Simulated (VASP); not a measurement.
Crystal: Ge.

```
CELL_PARAMETERS angstrom
-1.68099 1.68099 1.68099
1.68099 -1.68099 1.68099
1.68099 1.68099 -1.68099
ATOMIC_POSITIONS crystal
Ge 0.00000 0.00000 0.00000
```

This isn't the form of Ge at room conditions, which is diamond.

| Quantity | Value |
| --- | --- |
| Program | VASP 6.6.1 |
| Task | relaxation of cell and atoms |
| Functional | LDA |
| Potentials or basis | VASP PAW LDA potentials, release 64 (Ge_d) |
| Cutoff | 600 eV |
| k mesh | 21 × 21 × 21 |
| Occupations | fermi-dirac, width 0.1 eV |
| Spin | no spin polarisation |

At the start: pressure -4.0 GPa; volume 19.00 Å³/atom.

**Question.** Where does the relaxation end?

**Answer.** Over 3 steps the energy falls by 14.4 meV/atom and the volume is 17.89 Å³/atom (-5.9 %); space group Im-3m (No. 229, to 0.1 Å) before and after.

The path:
```tsv
step	energy change (eV)	largest force (eV/Å)	pressure (GPa)	volume (Å³)
1	0.0000	0.0000	-3.95	19.00
2	-0.0140	0.0000	0.59	17.74
3	-0.0144	0.0000	-0.01	17.89
```

Final structure:
```
Ge
1.0
    -1.64745    1.64745    1.64745
     1.64745   -1.64745    1.64745
     1.64745    1.64745   -1.64745
Ge
1
Direct
  0.00000 0.00000 0.00000
```
